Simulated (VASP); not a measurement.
Runs of VASP 6.6.1 on Ti3C2. The structure is that of space group P6_3/mmc (No. 194), or close to it. The cells are those of the table. 

```tsv
cell	gap on the mesh (eV)	pressure (GPa)	largest force (eV/Å)
a = 3.103, b = 3.103, c = 14.805 Å, angles 90.0, 90.0, 120.0°, 10 atoms	none	-5.5	(b)
a = 2.981, b = 2.981, c = 15.164 Å, angles 90.0, 90.0, 120.0°, 10 atoms	none	6.9	(a)
a = 3.042, b = 3.042, c = 14.985 Å, angles 90.0, 90.0, 120.0°, 10 atoms	none	(c)	0.03
a = 3.103, b = 3.103, c = 14.902 Å, angles 90.0, 90.0, 120.0°, 10 atoms	none	-5.3	0.02
```

Alike in all rows: task single point; level PBEsol; potentials or basis VASP PAW PBE potentials, release 64 (Ti_sv, C); no spin polarisation; k mesh 12 × 12 × 4; cutoff (eV) 520; smearing gaussian 0.1 eV.

Fill in the values left out.

(a) 0.36; (b) 0.25; (c) 0.2.

Caveats: the PAW data sets were made with another functional, which shifts forces and pressure a little.

A gap of «none» marks levels without a gap at the run's occupations.
